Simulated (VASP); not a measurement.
AlNi:

```
CELL_PARAMETERS angstrom
2.86217 0.00000 0.00000
0.00000 2.86217 0.00000
0.00000 0.00000 2.86217
ATOMIC_POSITIONS crystal
Al 0.00157 0.00657 0.01026
Ni 0.49843 0.49343 0.48974
```

* Program: VASP 6.6.1
* Task: relaxation of cell and atoms
* Functional: PBEsol
* Potentials or basis: VASP PAW PBE potentials, release 64 (Al, Ni)
* Cutoff: 600 eV
* k mesh: 12 × 12 × 12
* Occupations: gaussian, width 0.15 eV
* Spin: no spin polarisation

At the start: pressure 0.5 GPa; volume 11.72 Å³/atom.

How do energy, volume and symmetry change on relaxing?

Over 6 steps the energy falls by 7.8 meV/atom and the volume is 11.73 Å³/atom (+0.1 %); space group Amm2 (No. 38, to 0.1 Å) before, Pm-3m (No. 221, to 0.1 Å).

Step by step:
| step | energy change (eV) | largest force (eV/Å) | pressure (GPa) | volume (Å³) |
| --- | --- | --- | --- | --- |
| 1 | 0.0000 | 0.4420 | 0.51 | 23.45 |
| 2 | -0.0129 | 0.1682 | -0.70 | 23.57 |
| 3 | -0.0146 | 0.0273 | -1.24 | 23.64 |
| 4 | -0.0149 | 0.0321 | 1.14 | 23.32 |
| 5 | -0.0155 | 0.0046 | 0.04 | 23.46 |
| 6 | -0.0155 | 0.0027 | 0.01 | 23.47 |

Final structure:
```cif
data_structure
_symmetry_space_group_name_H-M 'P 1'
_symmetry_Int_Tables_number 1
_cell_length_a 2.8641
_cell_length_b 2.8632
_cell_length_c 2.8618
_cell_angle_alpha 89.992
_cell_angle_beta 89.998
_cell_angle_gamma 89.999
_cell_volume 23.47
loop_
_atom_site_label
_atom_site_type_symbol
_atom_site_fract_x
_atom_site_fract_y
_atom_site_fract_z
_atom_site_occupancy
Al1 Al 0.99999 0.99995 0.99994 1
Ni1 Ni 0.50001 0.50005 0.50006 1
```

Caveat: the PAW data sets were made with another functional, which shifts forces and pressure a little.
